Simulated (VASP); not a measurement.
# Re (P6_3/mmc) in VASP: a series of runs

Runs on Re. Level: PBE. Tasks: electric field gradients.

Everything below comes from runs of VASP 6.6.1. Logs are shortened: lines on timing, memory, paths and dates and some standing lists are left out, and cuts for length are marked.

## (1) The cell of the first run

It takes space group P6_3/mmc (No. 194, hexagonal). The conventional cell has a = 2.603 Å, b = 2.603 Å, c = 4.162 Å, α = 90.00°, β = 90.00°, γ = 120.00°. Within 3.4 Å of Re (site symmetry -6m2) lie 12 Re at 2.57 to 2.60 Å.

## (2) Electric field gradients, PBE

Contents of INCAR:

```
SYSTEM = Re
  ALGO = Normal
  EDIFF = 1E-8
  ENCUT = 520
  GGA = PE
  ISIF = 2
  ISMEAR = -1
  LASPH = .TRUE.
  LCHARG = .FALSE.
  LEFG = .TRUE.
  LREAL = .FALSE.
  LWAVE = .FALSE.
  NBANDS = 14
  NELM = 60
  PREC = Accurate
  SIGMA = 0.05
```

Contents of KPOINTS:

```
k-points
0
G
  14 14 8
  0 0 0
```

Contents of POSCAR:

```
Re
1.0
    2.6029010724      0.0000000000      0.0000000000
   -1.3014505362      2.2541784522      0.0000000000
    0.0000000000      0.0000000000      4.1620000000
Re
2
Direct
    0.3333333333      0.6666666667      0.2500000000
    0.6666666667      0.3333333333      0.7500000000
```

Potentials or basis: VASP PAW PBE potentials, release 64 (Re).

Started as:

```console
cat potpaw_PBE.64/Re/POTCAR > POTCAR
mpirun -np 1 vasp_std > vasp.out
```

OUTCAR:

```text
SYSTEM = Re
   EDIFF = 1E-8
   ENCUT = 520
   GGA = PE
   ISIF = 2
   ISMEAR = -1
   LASPH = .TRUE.
   LREAL = .FALSE.
   NELM = 60
   PREC = Accurate

 ion  position               nearest neighbor table
   1  0.333  0.667  0.250-   2 2.57   2 2.57   2 2.57   2 2.57   2 2.57   2 2.57
   2  0.667  0.333  0.750-   1 2.57   1 2.57   1 2.57   1 2.57   1 2.57   1 2.57

  LATTYP: Found a hexagonal cell.
 ALAT       =     2.6029010724
 C/A-ratio  =     1.5989850879

  Lattice vectors:

 A1 = (   2.6029010724,   0.0000000000,   0.0000000000)
 A2 = (  -1.3014505362,   2.2541784522,   0.0000000000)
 A3 = (   0.0000000000,   0.0000000000,   4.1620000000)

Analysis of symmetry for initial positions (statically):
=====================================================================
 Subroutine PRICEL returns:
 Original cell was already a primitive cell.

 Routine SETGRP: Setting up the symmetry group for a
 hexagonal supercell.

 Subroutine GETGRP returns: Found 24 space group operations
 (whereof 12 operations were pure point group operations)
 out of a pool of 24 trial point group operations.

The static configuration has the point symmetry D_3d.
 The point group associated with its full space group is D_6h.

Analysis of symmetry for dynamics (positions and initial velocities):
=====================================================================
 Subroutine PRICEL returns:
 Original cell was already a primitive cell.

 Routine SETGRP: Setting up the symmetry group for a
 hexagonal supercell.

 Subroutine GETGRP returns: Found 24 space group operations
 (whereof 12 operations were pure point group operations)
 out of a pool of 24 trial point group operations.

The dynamic configuration has the point symmetry D_3d.
 The point group associated with its full space group is D_6h.

 Subroutine INISYM returns: Found 24 space group operations
 (whereof 12 operations are pure point group operations),
 and found     1 'primitive' translations

----------------------------------------------------------------------------------------

                                     Primitive cell

  volume of cell :      24.4201

  direct lattice vectors                    reciprocal lattice vectors
[... 131 lines left out ...]
  free energy    TOTEN  =       -23.19197799 eV

  energy without entropy =      -23.18165579  energy(sigma->0) =      -23.18681689

 E-fermi :  10.3670     XC(G=0): -14.7792

 val. band max:       10.3591819147   @ k =   0.1429   0.0714   0.0000
 cond. band min:      10.3674304592   @ k =   0.1429   0.0000   0.0000
 fundamental gap:      0.0082485445
 Fermi energy:        10.3669865846

 k-point     1 :       0.0000    0.0000    0.0000
  band No.  band energies     occupation
      1      -0.7575      2.00000
      2       2.2464      2.00000
      3       8.1810      2.00000
      4       8.1810      2.00000
      5       8.3901      2.00000
      6       9.3488      2.00000
      7       9.3488      2.00000
      8      10.4273      0.46091
      9      10.4273      0.46091
     10      11.7452      0.00000
     11      14.6491      0.00000
     12      14.6491      0.00000
     13      23.0969      0.00000
     14      24.6370      0.00000
[... 377 lines left out ...]
      1       3.4681      2.00000
      2       5.3432      2.00000
      3       5.3751      2.00000
      4       6.4522      2.00000
      5       7.5541      2.00000
      6       7.9851      2.00000
      7      10.3504      1.16412
      8      14.0824      0.00000
      9      14.7425      0.00000
     10      15.1096      0.00000
     11      18.5315      0.00000
     12      18.6854      0.00000
     13      20.6793      0.00000
     14      27.5634      0.00000

 [... further k-points ...]
[... 5 lines left out ...]
  --------------------------------------------------------------------------------------
  -------------------------------------------------------------------------------------
  Total       17.3876868     17.3876868     18.6446707     -0.0000000      0.0000000     -0.0000000
  in kB     1140.7864624   1140.7864624   1223.2557533     -0.0000000      0.0000000     -0.0000000
  external PRESSURE =    1168.2762260 kB  Pullay stress =       0.0000000 kB

 VOLUME and BASIS-vectors are now :
 -----------------------------------------------------------------------------
  energy-cutoff  :      520.00
  volume of cell :       24.42
      direct lattice vectors                 reciprocal lattice vectors
     2.602901072  0.000000000  0.000000000     0.384186710  0.221810301  0.000000000
    -1.301450536  2.254178452  0.000000000     0.000000000  0.443620601  0.000000000
     0.000000000  0.000000000  4.162000000     0.000000000  0.000000000  0.240269101

 POSITION                                       TOTAL-FORCE (eV/Angst)
 -----------------------------------------------------------------------------------
     -0.00000      1.50279      1.04050        -0.000000      0.000000      0.000000
      1.30145      0.75139      3.12150         0.000000     -0.000000      0.000000
 -----------------------------------------------------------------------------------
    total drift:                                0.000000     -0.000000     -0.000000

  FREE ENERGIE OF THE ION-ELECTRON SYSTEM (eV)
  ---------------------------------------------------
  free  energy   TOTEN  =       -23.1919779908 eV

  energy  without entropy=      -23.1816557925  energy(sigma->0) =      -23.18681689

 Electric field gradients (V/A^2)
---------------------------------------------------------------------
 ion       V_xx      V_yy      V_zz      V_xy      V_xz      V_yz
---------------------------------------------------------------------
   1      53.345    53.345  -106.689     0.000     0.000    -0.000
   2      53.345    53.345  -106.689     0.000    -0.000     0.000
---------------------------------------------------------------------

 Electric field gradients after diagonalization (V/A^2)
 (convention: |V_zz| > |V_xx| > |V_yy|)
----------------------------------------------------------------------
 ion       V_xx      V_yy      V_zz     asymmetry (V_yy - V_xx)/ V_zz
----------------------------------------------------------------------
   1      53.345    53.344  -106.689       0.000
   2      53.345    53.344  -106.689       0.000
----------------------------------------------------------------------

           NMR quadrupolar parameters

 Cq : quadrupolar parameter    Cq=e*Q*V_zz/h
 eta: asymmetry parameters     (V_yy - V_xx)/ V_zz
 Q  : nuclear electric quadrupole moment in mb (millibarn)
----------------------------------------------------------------------
 ion       Cq(MHz)       eta       Q (mb)
----------------------------------------------------------------------
   1      -0.258       0.000       1.000
   2      -0.258       0.000       1.000
----------------------------------------------------------------------
```

OSZICAR:

```text
N       E                     dE             d eps       ncg     rms          rms(c)
DAV:   1     0.237486882004E+02    0.23749E+02   -0.69763E+03  6720   0.130E+03
DAV:   2    -0.234420016076E+02   -0.47191E+02   -0.42227E+02  5478   0.315E+02
DAV:   3    -0.243200676111E+02   -0.87807E+00   -0.86862E+00  5096   0.391E+01
DAV:   4    -0.243278387275E+02   -0.77711E-02   -0.77665E-02  5160   0.245E+00
DAV:   5    -0.243279847263E+02   -0.14600E-03   -0.14599E-03  5048   0.602E-01    0.607E+01
DAV:   6    -0.235629215724E+02    0.76506E+00   -0.28338E-01  5836   0.137E+01    0.314E+01
DAV:   7    -0.231965179036E+02    0.36640E+00   -0.36612E-01  5862   0.150E+01    0.353E-01
DAV:   8    -0.231927514958E+02    0.37664E-02   -0.47802E-03  5532   0.671E-01    0.275E-01
DAV:   9    -0.231919568392E+02    0.79466E-03   -0.56587E-04  5702   0.275E-01    0.423E-02
DAV:  10    -0.231919852728E+02   -0.28434E-04   -0.59372E-05  5542   0.834E-02    0.145E-02
DAV:  11    -0.231919781744E+02    0.70984E-05   -0.13101E-06  5650   0.199E-02    0.257E-03
DAV:  12    -0.231919779949E+02    0.17950E-06   -0.30470E-08  4350   0.373E-03    0.624E-04
DAV:  13    -0.231919779908E+02    0.40795E-08   -0.44578E-09  2898   0.162E-03
   1 F= -.23191978E+02 E0= -.23186817E+02  d E =-.103222E-01
```

It took 32 s on 1 thread of Intel Xeon Platinum 8259CL at 2.50GHz (Skylake/Cascade Lake), shared host; peak memory 0.16 GiB.

What came out:

- Free energy: -23.1920 eV
- Pressure: 116.8 GPa
- Band gap on the k mesh: zero (band 7 reaches 12.30 eV, above the bottom of band 8 at 8.00 eV)

Electric field gradients, principal values (V/Å²):
| atom | least | middle | greatest (by size) |
| --- | --- | --- | --- |
| 1 Re | 53.344 | 53.345 | -106.689 |
| 2 Re | 53.344 | 53.345 | -106.689 |

Caveat: without QUAD_EFG the Cq values of the log hold for a quadrupole moment of 1 mb, not for the nuclei; spin-orbit coupling is left out, which moves the levels of the heavy elements.

## (3) Electric field gradients, PBE

Contents of INCAR:

```
PREC = Accurate
ENCUT = 520
EDIFF = 1E-8
ISMEAR = -1
SIGMA = 0.05
LREAL = False
LASPH = True
NELM = 80
ALGO = Normal
ISIF = 2
LWAVE = False
LCHARG = False
GGA = PE
LEFG = True
NBANDS = 14
```

Contents of KPOINTS:

```
regular mesh
0
Gamma
  14 14 8
```

POSCAR is that of step 2.

Potentials or basis: VASP PAW PBE potentials, release 64 (Re).

Started as:

```console
cat potpaw_PBE.64/Re/POTCAR > POTCAR
mpirun -np 1 vasp_std > vasp.out
```

OUTCAR:

```text
PREC = Accurate
   ENCUT = 520
   EDIFF = 1E-8
   ISMEAR = -1
   LREAL = False
   LASPH = True
   NELM = 80
   ISIF = 2
   GGA = PE

 ion  position               nearest neighbor table
   1  0.333  0.667  0.250-   2 2.57   2 2.57   2 2.57   2 2.57   2 2.57   2 2.57
   2  0.667  0.333  0.750-   1 2.57   1 2.57   1 2.57   1 2.57   1 2.57   1 2.57

  LATTYP: Found a hexagonal cell.
 ALAT       =     2.6029010724
 C/A-ratio  =     1.5989850879

  Lattice vectors:

 A1 = (   2.6029010724,   0.0000000000,   0.0000000000)
[... 623 lines left out ...]
  ---------------------------------------------------
  free  energy   TOTEN  =       -23.1919779908 eV

  energy  without entropy=      -23.1816557925  energy(sigma->0) =      -23.18681689

 Electric field gradients (V/A^2)
---------------------------------------------------------------------
 ion       V_xx      V_yy      V_zz      V_xy      V_xz      V_yz
---------------------------------------------------------------------
   1      53.345    53.345  -106.689     0.000     0.000    -0.000
   2      53.345    53.345  -106.689     0.000    -0.000     0.000
---------------------------------------------------------------------

 Electric field gradients after diagonalization (V/A^2)
 (convention: |V_zz| > |V_xx| > |V_yy|)
----------------------------------------------------------------------
 ion       V_xx      V_yy      V_zz     asymmetry (V_yy - V_xx)/ V_zz
----------------------------------------------------------------------
   1      53.345    53.344  -106.689       0.000
   2      53.345    53.344  -106.689       0.000
----------------------------------------------------------------------

           NMR quadrupolar parameters

 Cq : quadrupolar parameter    Cq=e*Q*V_zz/h
 eta: asymmetry parameters     (V_yy - V_xx)/ V_zz
 Q  : nuclear electric quadrupole moment in mb (millibarn)
----------------------------------------------------------------------
 ion       Cq(MHz)       eta       Q (mb)
----------------------------------------------------------------------
   1      -0.258       0.000       1.000
   2      -0.258       0.000       1.000
----------------------------------------------------------------------
```

It took 34 s on 1 thread of Intel Xeon Platinum 8259CL at 2.50GHz (Skylake/Cascade Lake), shared host; peak memory 0.16 GiB.

Results:

```yaml
Free_energy: -23.1920 eV
Pressure: 116.8 GPa
Band_gap_on_the_k_mesh: zero (band 7 reaches 12.30 eV, above the bottom of band 8 at 8.00 eV)
```

Stress tensor (GPa, compression positive):
```
114.08   0.00   0.00
  0.00 114.08   0.00
  0.00   0.00 122.33
```

Electric field gradients, principal values (V/Å²):
| atom | least | middle | greatest (by size) |
| --- | --- | --- | --- |
| 1 Re | 53.344 | 53.345 | -106.689 |
| 2 Re | 53.344 | 53.345 | -106.689 |

Caveat: without QUAD_EFG the Cq values of the log hold for a quadrupole moment of 1 mb, not for the nuclei; spin-orbit coupling is left out, which moves the levels of the heavy elements.

[end of part 1 of 2]
